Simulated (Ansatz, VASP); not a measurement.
## Ba: VASP beside Ansatz

The input INCAR:

```
PREC = Accurate ; ENCUT = 520
EDIFF = 1E-7 ; ISMEAR = -1
SIGMA = 0.1 ; LREAL = False
LASPH = True ; NELM = 60
ALGO = Normal ; ISIF = 2
LWAVE = False ; LCHARG = False
GGA = PE ; NBANDS = 11
```

The input KPOINTS:

```
regular mesh
0
Gamma
  10 10 10
```

POSCAR

```
Ba
1.0
    0.0000000000      2.4362750045      2.4362750045
    2.4362750045      0.0000000000      2.4362750045
    2.4362750045      2.4362750045      0.0000000000
Ba
1
Direct
    0.0000000000      0.0000000000      0.0000000000
```

Input for Ansatz:

```yaml
crystal:
  lattice:
    - [0.0, 2.4362750045, 2.4362750045]
    - [2.4362750045, 0.0, 2.4362750045]
    - [2.4362750045, 2.4362750045, 0.0]
  atoms:
    - { symbol: Ba, position: [0.0, 0.0, 0.0] }
kpoints:
  mp_grid: { grid: [10, 10, 10] }
scf:
  occupations: { method: fermi_dirac, width: 0.1 }
hamiltonian:
  xc: pbe
  pseudopotentials: { kind: all_electron, datasets: crystal }
output:
  forces: true
  stress: true
  eigenvalues: true
```

Change from the starting cell: volume scaled by 0.45, crystal datasets.

Alike in both runs: task single point; functional PBE; k mesh 10 × 10 × 10; occupations fermi-dirac, width 0.1 eV; no spin polarisation.

|  | VASP | Ansatz |
| --- | --- | --- |
| version | VASP 6.6.1 | Ansatz 0.2.0 |
| potentials or method | VASP PAW PBE potentials, release 64 (Ba_sv), cutoff 520 eV | all-electron PAW with datasets made for the crystal, scalar-relativistic |

Ansatz gave:

```
pressure (GPa) : 16.9
```

Problem. Which values does VASP return?

Solution. Pressure (GPa): 19.9.

Ansatz ran all-electron here, and VASP with PAW potentials.

Neither program's run includes spin-orbit coupling.
